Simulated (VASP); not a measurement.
A run of VASP 6.6.1 is set up as follows.

Contents of INCAR:

```
ALGO = Normal
EDIFF = 1E-6
ENCUT = 520
GGA = PS
ISIF = 2
ISMEAR = -1
LASPH = T
LCHARG = F
LREAL = F
LWAVE = F
NBANDS = 12
NELM = 60
PREC = Accurate
SIGMA = 0.1
```

File KPOINTS:

```
k-points
0
Gamma
  14 14 14
```

File POSCAR:

```
Cu
1.0
   -1.4617796199      1.4617796199      1.3941898615
    1.4617796199     -1.4617796199      1.3941898615
    1.4617796199      1.4617796199     -1.3941898615
Cu
1
Direct
    0.0000000000      0.0000000000      0.0000000000
```

Potentials or basis: VASP PAW PBE potentials, release 64 (Cu).

Run with:

```console
$ cat potpaw_PBE.64/Cu/POTCAR > POTCAR
$ mpirun -np 1 vasp_std > vasp.out
```

Problem. Estimate the pressure.

Solution. -6.3 GPa.

Stress tensor (GPa, compression positive):
```
-6.10  0.00  0.00
 0.00 -6.10  0.00
 0.00  0.00 -6.58
```

Caveat: the PAW data sets were made with another functional, which shifts forces and pressure a little.
